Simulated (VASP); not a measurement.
Crystal: YB6.

```
CELL_PARAMETERS angstrom
4.12735 0.00000 0.00000
0.00000 4.12735 0.00000
0.00000 0.00000 4.12735
ATOMIC_POSITIONS crystal
Y 0.00000 0.00000 0.00000
B 0.20700 0.50000 0.50000
B 0.50000 0.20700 0.50000
B 0.79300 0.50000 0.50000
B 0.50000 0.79300 0.50000
B 0.50000 0.50000 0.20700
B 0.50000 0.50000 0.79300
```

- Program: VASP 6.6.1
- Task: relaxation of the atoms
- Functional: LDA
- Potentials or basis: VASP PAW LDA potentials, release 64 (Y_sv, B)
- Cutoff: 450 eV
- k mesh: 12 × 12 × 12
- Occupations: gaussian, width 0.1 eV
- Spin: no spin polarisation

At the start: pressure -7.9 GPa; volume 10.04 Å³/atom.

**Question.** Where does the relaxation end?

**Answer.** Over 18 steps the energy falls by 24.4 meV/atom at a fixed cell; space group Pm-3m (No. 221, to 0.1 Å) before and after.

The path:
```
step  energy change (eV)  largest force (eV/Å)  pressure (GPa)
   1              0.0000                1.9067           -7.86
   2              0.6126                4.3354           -9.96
   3             -0.1706                0.0226          -10.33
   4             -0.1706                0.0166          -10.30
   5             -0.1706                0.0161          -10.30
   6             -0.1706                0.0149          -10.30
   7             -0.1706                0.0149          -10.30
   8             -0.1706                0.0149          -10.30
   9             -0.1706                0.0149          -10.30
  10             -0.1706                0.0148          -10.30
  11             -0.1706                0.0146          -10.30
  12             -0.1706                0.0144          -10.30
  13             -0.1706                0.0138          -10.30
  14             -0.1706                0.0126          -10.30
  15             -0.1707                0.0103          -10.30
  16             -0.1707                0.0055          -10.31
  17             -0.1707                0.0039          -10.31
  18             -0.1707                0.0001          -10.31
```

Final structure:
```
CELL_PARAMETERS angstrom
4.12735 0.00000 0.00000
0.00000 4.12735 0.00000
0.00000 0.00000 4.12735
ATOMIC_POSITIONS crystal
Y 0.00000 0.00000 0.00000
B 0.19978 0.50000 0.50000
B 0.50000 0.19978 0.50000
B 0.80022 0.50000 0.50000
B 0.50000 0.80022 0.50000
B 0.50000 0.50000 0.19978
B 0.50000 0.50000 0.80022
```
